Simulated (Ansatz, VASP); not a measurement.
## AgCl: VASP beside Ansatz

```xyz
2
Lattice="0.0000 2.7129 2.6773 2.7129 0.0000 2.6773 2.7129 2.7129 0.0000" Properties=species:S:1:pos:R:3 pbc="T T T"
Ag    2.7129    2.8638    2.6773
Cl    0.0000   -0.4590    0.0000
```

Change from the starting cell: mode 5 frozen in at -0.453 Å, equal normal strain along x and y +0.0133.

Alike in both runs: task single point; functional LDA; k mesh 10 × 10 × 10; occupations gaussian, width 0.05 eV; no spin polarisation.

|  | VASP | Ansatz |
| --- | --- | --- |
| version | VASP 6.6.1 | Ansatz 0.2.0 |
| potentials or method | VASP PAW LDA potentials, release 64 (Ag, Cl), cutoff 520 eV | scalar-relativistic, plane waves, PAW |
| valence electrons in the cell | 18 | 26 |

```csv
,VASP,Ansatz,Ansatz less VASP
gap on the k mesh at the Fermi level (eV),1.09,1.08,-0.017
least direct gap on the mesh (eV),1.42,1.41,-0.015
pressure (GPa),10.3,10.3,0.00
"traceless stress, the component that is largest in VASP (GPa)",23.57,23.54,-0.032
rms of the force components (eV/Å),2.297,2.292,-0.0046
```

LDA's correlation is that of Perdew and Zunger in VASP and of Perdew and Wang (1992) in Ansatz. Atom by atom the forces differ by 0.005 eV/Å (rms over components). VASP's potentials hold 18 valence electrons a cell and Ansatz's 26, so a difference there can come from the potentials and not from the codes.
